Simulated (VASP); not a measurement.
Crystal: ZnSe (Stilleite).

```
CELL_PARAMETERS angstrom
0.00000 2.86592 2.86592
2.86592 0.00000 2.86592
2.86592 2.86592 0.00000
ATOMIC_POSITIONS crystal
Zn 0.00000 0.00000 0.00000
Se 0.25000 0.25000 0.25000
```

| Quantity | Value |
| --- | --- |
| Program | VASP 6.6.1 |
| Task | relaxation of cell and atoms |
| Functional | PBE |
| Dispersion | D3(BJ) |
| Potentials or basis | VASP PAW PBE potentials, release 64 (Zn, Se) |
| Cutoff | 500 eV |
| k mesh | 8 × 8 × 8 |
| Occupations | gaussian, width 0.02 eV |
| Spin | no spin polarisation |

At the start: pressure -2.1 GPa; volume 23.54 Å³/atom.

Task: Where does the relaxation end?

Result: Over 3 steps the energy falls by 5.9 meV/atom and the volume is 22.69 Å³/atom (-3.6 %); space group F-43m (No. 216, to 0.05 Å).

The path:
| step | energy change (eV) | largest force (eV/Å) | pressure (GPa) | volume (Å³) |
| --- | --- | --- | --- | --- |
| 1 | 0.0000 | 0.0000 | -2.13 | 47.08 |
| 2 | -0.0110 | 0.0000 | 0.56 | 44.98 |
| 3 | -0.0117 | 0.0000 | 0.02 | 45.37 |

Final structure:
```
Zn Se
1.0
     0.00000    2.83089    2.83089
     2.83089    0.00000    2.83089
     2.83089    2.83089    0.00000
Zn Se
1 1
Direct
  0.00000 0.00000 0.00000
  0.25000 0.25000 0.25000
```
